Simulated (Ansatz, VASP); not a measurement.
## SnSe in VASP and in Ansatz

Contents of INCAR:

```
PREC     = Accurate       # precision mode
ENCUT    = 520            # plane-wave cutoff, eV
EDIFF    = 1E-8           # SCF threshold, eV
ISMEAR   = -1             # smearing method
SIGMA    = 0.02           # smearing width, eV
LREAL    = F              # projectors in reciprocal space
LASPH    = T              # aspherical terms in the spheres
NELM     = 60             # most SCF steps
ALGO     = Normal         # electronic algorithm
ISIF     = 2              # what is computed and relaxed
LWAVE    = F              # write WAVECAR
LCHARG   = F              # write CHGCAR
GGA      = PE             # functional
LEFG     = T            
NBANDS   = 17             # bands
```

The input KPOINTS:

```
regular mesh
0
Gamma
  9 9 9
```

File POSCAR:

```
SnSe
1.0
    0.0000000000      3.0100000000      2.9498000000
    3.0100000000      0.0000000000      2.9498000000
    3.0100000000      3.0100000000      0.0000000000
Sn Se
1 1
Direct
    0.0000000000      0.0000000000      0.0000000000
    0.5000000000      0.5000000000      0.5000000000
```

Input for Ansatz:

```yaml
crystal:
  lattice:
    - [0.0, 3.01, 2.9498]
    - [3.01, 0.0, 2.9498]
    - [3.01, 3.01, 0.0]
  atoms:
    - { symbol: Sn, position: [0.0, 0.0, 0.0] }
    - { symbol: Se, position: [0.5, 0.5, 0.5] }
kpoints:
  mp_grid: { grid: [9, 9, 9] }
scf:
  occupations: { method: fermi_dirac, width: 0.02 }
hamiltonian:
  xc: pbe
  pseudopotentials: { kind: all_electron, datasets: crystal }
output:
  forces: true
  stress: true
  eigenvalues: true
  efg: { contact_densities: true }
```

Change from the starting cell: zz strain of -2 %, crystal datasets.

Alike in both runs: task electric field gradients; functional PBE; k mesh 9 × 9 × 9; occupations fermi-dirac, width 0.02 eV; no spin polarisation.

|  | VASP | Ansatz |
| --- | --- | --- |
| version | VASP 6.6.1 | Ansatz 0.2.0 |
| potentials or method | VASP PAW PBE potentials, release 64 (Sn_d, Se), cutoff 520 eV | all-electron PAW with datasets made for the crystal, scalar-relativistic |

|  | VASP | Ansatz | Ansatz less VASP |
| --- | --- | --- | --- |
| pressure (GPa) | 2.2 | 2.2 | -0.01 |
| traceless stress, the component that is largest in VASP (GPa) | 1.87 | 1.86 | -0.008 |
| size of Vzz on the site where it differs most (V/Å²) | 29.0 | 30.1 | +1.09 |

Ansatz ran all-electron here, and VASP with PAW potentials.
